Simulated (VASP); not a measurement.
Ru: single point with r2SCAN

The system is Ru.

```
Ru
1.0
     0.00000    2.81136    2.81136
     2.81136    0.00000    2.81136
     2.81136    2.81136    0.00000
Ru
2
Direct
  0.12500 0.12500 0.12500
  0.87500 0.87500 0.87500
```

This isn't the form of Ru at room conditions, which is hcp.

* Program: VASP 6.6.1
* Task: single point
* Functional: r2SCAN
* Potentials or basis: VASP PAW PBE potentials, release 64 (Ru_pv)
* Cutoff: 520 eV
* k mesh: 11 × 11 × 11
* Occupations: fermi-dirac, width 0.1 eV
* Spin: no spin polarisation
* Dipole correction: no
* Further INCAR settings: ALGO = Normal; EDIFF = 1e-07; NBANDS = 21

```json
{
  "Pressure": "-15.0 GPa",
  "Band gap on the k mesh": "zero (bands 14 and 15 overlap by 0.79 eV)"
}
```

Levels at points of the mesh, in eV from the Fermi level:
```csv
k point,band 12,band 13,band 14,band 15,band 16,band 17
"(0.00, 0.00, 0.00)",-3.08,-0.40,-0.40,-0.40,1.61,1.61
```

It took 120 s on 1 thread of AMD EPYC 9R45 96-Core Processor (Zen 5) (shared host), peak memory 0.16 GiB.

Caveat: the cell stands under tension; the PAW data sets were made with another functional, which shifts forces and pressure a little.
